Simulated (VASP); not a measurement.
# CsPtS (P4/mmm) in VASP: further runs

CsPtS is run at these levels: PBE; tasks: single point.

All numbers are computed with VASP 6.6.1; they aren't measurements. Logs are shortened: lines on timing, memory, paths and dates and some standing lists are left out, and cuts for length are marked.

**1. The cell of the first run**

It takes space group P4/mmm (No. 123, tetragonal). Conventional cell: a = 3.598 Å, b = 3.598 Å, c = 6.267 Å, α = 90.00°, β = 90.00°, γ = 90.00°. Cs (site symmetry 4/mmm) has 2 Pt at 3.13 Å and 4 Cs at 3.60 Å and 8 S at 4.04 Å within 4.1 Å. Pt (site symmetry 4/mmm) has 4 S at 2.54 Å and 2 Cs at 3.13 Å within 3.4 Å. S (site symmetry 4/mmm) has 4 Pt at 2.54 Å within 3.4 Å.

The cell was generated, and may not be a known phase.

**2. Single point, PBE**

The input, INCAR:

```
SYSTEM = CsPtS
ALGO     = Normal         ! electronic algorithm
EDIFF    = 1E-6           ! SCF threshold, eV
ENCUT    = 570            ! plane-wave cutoff, eV
GGA      = PE             ! functional
GGA_COMPAT= .FALSE.      
ISIF     = 2              ! what is computed and relaxed
ISMEAR   = 0              ! smearing method
LASPH    = .TRUE.         ! aspherical terms in the spheres
LCHARG   = .TRUE.         ! write CHGCAR
LELF     = .TRUE.         ! ELF
LREAL    = .FALSE.        ! projectors in reciprocal space
LVHAR    = .TRUE.       
LWAVE    = .FALSE.        ! write WAVECAR
NBANDS   = 24             ! bands
NELM     = 120            ! most SCF steps
PREC     = Accurate       ! precision mode
SIGMA    = 0.1            ! smearing width, eV
```

The input, KPOINTS:

```
k-points
0
G
  6 6 4
  0 0 0
```

The input, POSCAR:

```
CsPtS
1.0
    3.5980074138      0.0000000000      0.0000000000
    0.0000000000      3.5980074138      0.0000000000
    0.0000000000      0.0000000000      6.2674615165
Cs Pt S
1 1 1
Direct
    0.0000000000      0.0000000000      0.0000000000
    0.0000000000      0.0000000000      0.5000000000
    0.5000000000      0.5000000000      0.5000000000
```

Potentials or basis: VASP PAW PBE potentials, release 64 (Cs_sv, Pt_sv_GW, S).

On the command line:

```console
$ cat potpaw_PBE.64/Cs_sv/POTCAR potpaw_PBE.64/Pt_sv_GW/POTCAR potpaw_PBE.64/S/POTCAR > POTCAR
$ mpirun -np 1 vasp_std > vasp.out
```

OUTCAR:

```text
SYSTEM = CsPtS
   EDIFF = 1E-6
   ENCUT = 570
   GGA = PE
   ISIF = 2
   ISMEAR = 0
   LASPH = .TRUE.
   LREAL = .FALSE.
   NELM = 120
   PREC = Accurate

 ion  position               nearest neighbor table
   1  0.000  0.000  0.000-   2 3.13   2 3.13
   2  0.000  0.000  0.500-   3 2.54   3 2.54   3 2.54   3 2.54   1 3.13   1 3.13
   3  0.500  0.500  0.500-   2 2.54   2 2.54   2 2.54   2 2.54

  LATTYP: Found a simple tetragonal cell.
 ALAT       =     3.5980074138
 C/A-ratio  =     1.7419256815

  Lattice vectors:

 A1 = (   3.5980074138,   0.0000000000,   0.0000000000)
 A2 = (   0.0000000000,   3.5980074138,   0.0000000000)
 A3 = (   0.0000000000,   0.0000000000,   6.2674615165)

Analysis of symmetry for initial positions (statically):
=====================================================================
 Subroutine PRICEL returns:
 Original cell was already a primitive cell.

 Routine SETGRP: Setting up the symmetry group for a
 simple tetragonal supercell.

 Subroutine GETGRP returns: Found 16 space group operations
 (whereof 16 operations were pure point group operations)
 out of a pool of 16 trial point group operations.

The static configuration has the point symmetry D_4h.

Analysis of symmetry for dynamics (positions and initial velocities):
=====================================================================
 Subroutine PRICEL returns:
 Original cell was already a primitive cell.

 Routine SETGRP: Setting up the symmetry group for a
 simple tetragonal supercell.

 Subroutine GETGRP returns: Found 16 space group operations
 (whereof 16 operations were pure point group operations)
 out of a pool of 16 trial point group operations.

The dynamic configuration has the point symmetry D_4h.

 Subroutine INISYM returns: Found 16 space group operations
 (whereof 16 operations are pure point group operations),
 and found     1 'primitive' translations

----------------------------------------------------------------------------------------

                                     Primitive cell

  volume of cell :      81.1364

  direct lattice vectors                    reciprocal lattice vectors
     3.598007414  0.000000000  0.000000000     0.277931612  0.000000000  0.000000000
     0.000000000  3.598007414  0.000000000     0.000000000  0.277931612  0.000000000
     0.000000000  0.000000000  6.267461517     0.000000000  0.000000000  0.159554231

  length of vectors
     3.598007414  3.598007414  6.267461517     0.277931612  0.277931612  0.159554231

  position of ions in fractional coordinates (direct lattice)
     0.000000000  0.000000000  0.000000000
     0.000000000  0.000000000  0.500000000
     0.500000000  0.500000000  0.500000000

  ion indices of the primitive-cell ions
   primitive index   ion index
                 1           1
                 2           2
                 3           3

----------------------------------------------------------------------------------------

 KPOINTS: k-points

Automatic generation of k-mesh.
 Grid dimensions read from file:
 generate k-points for:    6    6    4

 Generating k-lattice:

  Cartesian coordinates                     Fractional coordinates (reciprocal lattice)
     0.046321935  0.000000000  0.000000000     0.166666667  0.000000000  0.000000000
     0.000000000  0.046321935  0.000000000     0.000000000  0.166666667  0.000000000
     0.000000000  0.000000000  0.039888558     0.000000000  0.000000000  0.250000000

  Length of vectors
     0.046321935  0.046321935  0.039888558

  Shift w.r.t. Gamma in fractional coordinates (k-lattice)
     0.000000000  0.000000000  0.000000000

 Subroutine IBZKPT returns following result:
 ===========================================

 Found     30 irreducible k-points:

 Following reciprocal coordinates:
            Coordinates               Weight
  0.000000  0.000000  0.000000      1.000000
  0.166667  0.000000  0.000000      4.000000
  0.333333  0.000000  0.000000      4.000000
  0.500000  0.000000  0.000000      2.000000
  0.166667  0.166667  0.000000      4.000000
  0.333333  0.166667  0.000000      8.000000
[... 16 lines left out ...]
  0.333333  0.000000  0.500000      4.000000
  0.500000  0.000000  0.500000      2.000000
 [... further k-points ...]
   k-points           NKPTS =     30   k-points in BZ     NKDIM =     30   number of bands    NBANDS=     24
   number of dos      NEDOS =    301   number of ions     NIONS =      3
   total plane-waves  NPLWV =  39200
   dimension x,y,z NGX =    28 NGY =   28 NGZ =   50
   dimension x,y,z NGXF=    56 NGYF=   56 NGZF=  100
   ions per type =               1   1   1
   NGX,Y,Z   is equivalent  to a cutoff of  12.94, 12.94, 13.26 a.u.
   NGXF,Y,Z  is equivalent  to a cutoff of  25.87, 25.87, 26.53 a.u.
 SYSTEM =  CsPtS
   PREC   = accura    normal or accurate (medium, high low for compatibility)
   ISTART =      0    job   : 0-new  1-cont  2-samecut
   ICHARG =      2    charge: 1-file 2-atom 10-const
   ISPIN  =      1    spin polarized calculation?
   LNONCOLLINEAR =      F non collinear calculations
   LSORBIT =      F    spin-orbit coupling
   LASPH  =      T    aspherical Exc in radial PAW
   ENCUT  =  570.0 eV  41.89 Ry    6.47 a.u.   7.00  7.00 12.20*2*pi/ulx,y,z
   NELM   =    120;   NELMIN=  2; NELMDL= -5     # of ELM steps
   EDIFF  = 0.1E-05   stopping-criterion for ELM
   LREAL  =      F    real-space projection
   EDIFFG = 0.1E-04   stopping-criterion for IOM
   NSW    =      0    number of steps for IOM
   IBRION =     -1    ionic relax: 0-MD 1-quasi-New 2-CG
   NFREE  =      0    steps in history (QN), initial steepest desc. (CG)
   ISIF   =      2    stress and relaxation
   ISYM   =      2    0-nonsym 1-usesym 2-fastsym
   POTIM  = 0.5000    time-step for ionic-motion
   TEBEG  =    0.0;   TEEND  =   0.0 temperature during run
   PSTRESS=    0.0 pullay stress
   NELECT =      33.0000    total number of electrons
   NUPDOWN=      -1.0000    fix difference up-down
   EMIN   =  10.00;   EMAX   =-10.00  energy-range for DOS
   EFERMI =   0.00;   METHOD = LEGACY
   ISMEAR =     0;   SIGMA  =   0.10  broadening in eV -4-tet -1-fermi 0-gaus
   EFERMI_NEDOS =   21; number of points for ismear=-14 and -15
   IALGO  =     38    algorithm
   IMIX   =      4    mixing-type and parameters
     AMIX     =   0.40;   BMIX     =  1.00
     AMIX_MAG =   1.60;   BMIX_MAG =  1.00
  volume/ion in A,a.u.               =      27.05       182.51
  Fermi-wavevector in a.u.,A,eV,Ry     =   1.212944  2.292132 20.017354  1.471234
  Thomas-Fermi vector in A             =   2.348412
   LORBIT       =      0    0 simple, 1 ext, 2 COOP (PROOUT), +10 PAW based schemes
   GGA     = PE    functional components
   LHFCALC =     F    Hartree Fock is set to
   AEXX    =    0.0000 exact exchange contribution
   IVDW    =     0    specifies the selected vdW correction
   LEPSILON=     F    determine dielectric tensor
   LRPA    =     F    only Hartree local field effects (RPA)
 non-spin polarized calculation
 Gauss-broadening in eV      SIGMA  =   0.10
  energy-cutoff  :      570.00
  volume of cell :       81.14
 maximum number of plane-waves:      2540
   NGX = 15   NGY = 15   NGZ = 25

 number of electron      33.0000000 magnetization

 Free energy of the ion-electron system (eV)
  ---------------------------------------------------
  ext. energy  EPLUGINS =         0.00000000
  ---------------------------------------------------
  free energy    TOTEN  =       -11.51836465 eV

  energy without entropy =      -11.51303582  energy(sigma->0) =      -11.51570023

 E-fermi :   5.0669     XC(G=0):  -9.6692

 val. band max:        5.0090634708   @ k =   0.5000   0.0000   0.0000
 cond. band min:       5.1220007311   @ k =   0.5000   0.5000   0.0000
 fundamental gap:      0.1129372603
 Fermi energy:         5.0668533577

 k-point     1 :       0.0000    0.0000    0.0000
  band No.  band energies     occupation
      1     -92.5543      2.00000
      2     -46.8695      2.00000
      3     -46.8695      2.00000
      4     -46.5326      2.00000
      5     -18.5633      2.00000
      6      -8.6985      2.00000
[... 16 lines left out ...]
     23      12.1752      0.00000
     24      12.7658      0.00000

 k-point     2 :       0.1667    0.0000    0.0000
  band No.  band energies     occupation
      1     -92.5545      2.00000
      2     -46.8726      2.00000
      3     -46.8692      2.00000
      4     -46.5325      2.00000
      5     -18.4967      2.00000
      6      -8.4998      2.00000
[... 16 lines left out ...]
     23      12.0309      0.00000
     24      12.2859      0.00000

 k-point     3 :       0.3333    0.0000    0.0000
  band No.  band energies     occupation
      1     -92.5543      2.00000
      2     -46.8784      2.00000
      3     -46.8686      2.00000
      4     -46.5319      2.00000
      5     -18.3576      2.00000
      6      -8.0472      2.00000
[... 16 lines left out ...]
     23      10.7133      0.00000
     24      11.9806      0.00000

 k-point     4 :       0.5000    0.0000    0.0000
  band No.  band energies     occupation
      1     -92.5543      2.00000
      2     -46.8815      2.00000
      3     -46.8684      2.00000
      4     -46.5318      2.00000
      5     -18.2848      2.00000
      6      -7.7936      2.00000
[... 16 lines left out ...]
     23      10.2769      0.00000
     24      11.2051      0.00000

 k-point     5 :       0.1667    0.1667    0.0000
  band No.  band energies     occupation
      1     -92.5544      2.00000
      2     -46.8723      2.00000
      3     -46.8721      2.00000
      4     -46.5322      2.00000
      5     -18.4307      2.00000
      6      -8.3389      2.00000
[... 451 lines left out ...]
 k-point    22 :       0.1667    0.0000    0.5000
  band No.  band energies     occupation
      1     -92.5544      2.00000
      2     -46.8726      2.00000
      3     -46.8691      2.00000
      4     -46.5326      2.00000
      5     -18.4898      2.00000
      6      -8.5624      2.00000
[... 16 lines left out ...]
     23      11.6487      0.00000
     24      12.1400      0.00000

 k-point    23 :       0.3333    0.0000    0.5000
  band No.  band energies     occupation
      1     -92.5544      2.00000
      2     -46.8785      2.00000
      3     -46.8687      2.00000
      4     -46.5322      2.00000
      5     -18.3510      2.00000
      6      -8.0540      2.00000
[... 16 lines left out ...]
     23      10.5393      0.00000
     24      11.6524      0.00000

 k-point    24 :       0.5000    0.0000    0.5000
  band No.  band energies     occupation
      1     -92.5544      2.00000
      2     -46.8815      2.00000
      3     -46.8684      2.00000
      4     -46.5318      2.00000
      5     -18.2783      2.00000
      6      -7.7321      2.00000
[... 16 lines left out ...]
     23      10.9693      0.00000
     24      11.1590      0.00000

 [... further k-points ...]

------------------------ aborting loop because EDIFF is reached ----------------------------------------

  FORCE on cell =-STRESS in cart. coord.  units (eV):
  Direction    XX          YY          ZZ          XY          YZ          ZX
  --------------------------------------------------------------------------------------
  -------------------------------------------------------------------------------------
  Total       -0.1583984     -0.1583984      0.1051293      0.0000000      0.0000000     -0.0000000
  in kB       -3.1278483     -3.1278483      2.0759588      0.0000000      0.0000000     -0.0000000
  external PRESSURE =      -1.3932459 kB  Pullay stress =       0.0000000 kB

 VOLUME and BASIS-vectors are now :
 -----------------------------------------------------------------------------
  energy-cutoff  :      570.00
  volume of cell :       81.14
      direct lattice vectors                 reciprocal lattice vectors
     3.598007414  0.000000000  0.000000000     0.277931612  0.000000000  0.000000000
     0.000000000  3.598007414  0.000000000     0.000000000  0.277931612  0.000000000
     0.000000000  0.000000000  6.267461517     0.000000000  0.000000000  0.159554231

 POSITION                                       TOTAL-FORCE (eV/Angst)
 -----------------------------------------------------------------------------------
      0.00000      0.00000      0.00000         0.000000      0.000000      0.000000
      0.00000      0.00000      3.13373         0.000000      0.000000      0.000000
      1.79900      1.79900      3.13373         0.000000      0.000000      0.000000
 -----------------------------------------------------------------------------------
    total drift:                               -0.000000      0.000000      0.000000

  FREE ENERGIE OF THE ION-ELECTRON SYSTEM (eV)
  ---------------------------------------------------
  free  energy   TOTEN  =       -11.5183646478 eV

  energy  without entropy=      -11.5130358219  energy(sigma->0) =      -11.51570023
```

It took 29 s on 1 thread of Intel Xeon Platinum 8559C (Emerald Rapids), shared host; peak memory 0.23 GiB.

Results:

```
Free energy            : -11.5184 eV
Pressure               : -0.1 GPa
Band gap on the k mesh : zero (an odd number of electrons rules out a gap without spin polarisation)
```

Stress tensor (GPa, compression positive):
```
-0.31  0.00  0.00
 0.00 -0.31  0.00
 0.00  0.00  0.21
```

Levels at points of the mesh, in eV from the Fermi level:
| k point | band 14 | band 15 | band 16 | band 17 | band 18 | band 19 | band 20 | band 21 |
| --- | --- | --- | --- | --- | --- | --- | --- | --- |
| (0.00, 0.00, 0.00) | -2.26 | -2.26 | -2.00 | -2.00 | 0.39 | 0.70 | 1.66 | 6.80 |
| (0.50, 0.00, 0.00) | -1.85 | -1.47 | -0.06 | 2.27 | 3.08 | 3.42 | 4.08 | 4.32 |
| (0.50, 0.50, 0.00) | -2.30 | -2.28 | -1.32 | -0.79 | -0.61 | 0.06 | 3.54 | 3.54 |
| (0.00, 0.00, 0.50) | -2.30 | -1.89 | -1.89 | -1.47 | 1.03 | 1.32 | 1.59 | 3.95 |
| (0.50, 0.00, 0.50) | -1.60 | -1.04 | -0.08 | 1.46 | 1.49 | 2.57 | 3.10 | 4.88 |
| (0.50, 0.50, 0.50) | -2.55 | -1.62 | -1.32 | -0.75 | 0.31 | 0.90 | 3.31 | 3.31 |

Caveat: spin-orbit coupling is left out, which moves the levels of the heavy elements.

**3. Single point, PBE**

This run uses another cell than the first one, of 37.79 Å³/atom.

The input, INCAR:

```
ALGO = Normal
EDIFF = 1E-6
ENCUT = 570
GGA = PE
GGA_COMPAT = False
ISIF = 2
ISMEAR = 0
LASPH = True
LCHARG = False
LREAL = False
LWAVE = False
NBANDS = 24
NELM = 120
PREC = Accurate
SIGMA = 0.1
```

The input, KPOINTS:

```
k-points
0
Gamma
  4 4 4
```

The input, POSCAR:

```
CsPtS
1.0
    4.6544019300      0.0000000000      0.0000000000
    0.0000000000      4.6544019300      0.0000000000
    0.0000000000      0.0000000000      5.2336272200
Cs Pt S
1 1 1
Direct
    0.0000000000      0.0000000000      0.0000000000
    0.0000000000      0.0000000000      0.5000000000
    0.5000000000      0.5000000000      0.5000000000
```

Potentials or basis: VASP PAW PBE potentials, release 64 (Cs_sv, Pt_sv_GW, S).

On the command line:

```console
$ cat potpaw_PBE.64/Cs_sv/POTCAR potpaw_PBE.64/Pt_sv_GW/POTCAR potpaw_PBE.64/S/POTCAR > POTCAR
$ mpirun -np 1 vasp_std > vasp.out
```

It took 44 s on 1 thread of AMD EPYC 7R13 (Zen 3), shared host; peak memory 0.23 GiB.

It converged, with:

| Item | Value |
| --- | --- |
| Free energy | -8.4906 eV |
| Pressure | -2.7 GPa |
| Band gap on the k mesh | zero (an odd number of electrons rules out a gap without spin polarisation) |

Stress tensor (GPa, compression positive):
```
-8.99  0.00  0.00
 0.00 -8.99  0.00
 0.00  0.00 10.00
```

Levels at points of the mesh, in eV from the Fermi level:
| k point | band 14 | band 15 | band 16 | band 17 | band 18 | band 19 | band 20 | band 21 |
| --- | --- | --- | --- | --- | --- | --- | --- | --- |
| (0.00, 0.00, 0.00) | -1.26 | -0.78 | -0.78 | -0.72 | -0.55 | 3.31 | 4.48 | 7.57 |
| (0.50, 0.00, 0.00) | -2.06 | -1.02 | -0.23 | 0.66 | 2.20 | 4.30 | 4.67 | 6.25 |
| (0.50, 0.50, 0.00) | -1.44 | -1.09 | -1.01 | -0.42 | -0.36 | 4.12 | 6.50 | 6.50 |
| (0.00, 0.00, 0.50) | -1.16 | -1.15 | -0.88 | -0.88 | 2.88 | 4.33 | 4.46 | 5.33 |
| (0.50, 0.00, 0.50) | -1.05 | -0.51 | 0.67 | 0.77 | 2.83 | 3.63 | 4.13 | 4.27 |
| (0.50, 0.50, 0.50) | -1.08 | -1.00 | -0.99 | -0.85 | 3.17 | 4.78 | 4.78 | 5.41 |

Caveat: the stress differs along the axes, from -9 to 10 GPa; spin-orbit coupling is left out, which moves the levels of the heavy elements.

The gap in the log of VASP goes by the Fermi energy; the results here count the filled bands.